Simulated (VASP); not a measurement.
## CoPdO2: single point with LDA

Crystal: CoPdO2.

```
Pd Co O
1.0
     1.45053    0.83746    6.03617
    -1.45053    0.83746    6.03617
     0.00000   -1.67493    6.03617
Pd Co O
1 1 2
Cartesian
  0.0000 0.0000 0.0000
  0.0000 0.0000 9.0543
  0.0000 0.0000 2.0368
  0.0000 0.0000 16.0717
```

```
Program             : VASP 6.6.1
Task                : single point
Functional          : LDA
Potentials or basis : VASP PAW LDA potentials, release 64 (Pd, Co, O)
Cutoff              : 520 eV
k mesh              : 11 × 11 × 11
Occupations         : fermi-dirac, width 0.05 eV
Spin                : collinear spin, ferromagnetic start
Starting moments    : [0.0, 2.0, 0.0, 0.0] μB
```

| Property | Result |
| --- | --- |
| Pressure | -23.7 GPa |
| Largest force | 0.412 eV/Å |
| Net moment | 0.00 μB per cell |
| Valence electrons inside the program's atomic spheres | Pd 9.27; Co 8.28; O 4.92 |

Forces in eV/Å, atoms in the order of the input:
```
Pd   0.000  0.000  0.000
Co   0.000  0.000  0.000
O    0.000  0.000  0.412
O    0.000  0.000 -0.412
```

Stress tensor (GPa, compression positive):
```
-21.85   0.00   0.00
  0.00 -21.85   0.00
  0.00   0.00 -27.40
```

Levels at points of the mesh, in eV from the Fermi level:
Spin up:
| k point | band 14 | band 15 | band 16 | band 17 | band 18 | band 19 |
| --- | --- | --- | --- | --- | --- | --- |
| (0.00, 0.00, 0.00) | -1.22 | -1.22 | -0.73 | 1.96 | 1.96 | 2.74 |
Spin down:
| k point | band 13 | band 14 | band 15 | band 16 | band 17 | band 18 | band 19 | band 20 |
| --- | --- | --- | --- | --- | --- | --- | --- | --- |
| (0.00, 0.00, 0.00) | -1.40 | -1.22 | -1.22 | -0.73 | 1.96 | 1.96 | 2.74 | 6.33 |

It took 19 min on 1 thread of Intel(R) Xeon(R) Platinum 8259CL CPU @ 2.50GHz (Skylake/Cascade Lake), with other jobs on the host, peak memory 0.49 GiB.

Caveat: the stress differs along the axes, from -27 to -22 GPa; the moments typed at the start vanished in this run; semilocal functionals often make such compounds metallic where correlation or magnetic order opens a gap, which also shifts bond lengths. With open d or f shells a metallic result of LDA can be an artefact of self-interaction; +U or a hybrid may open a gap.
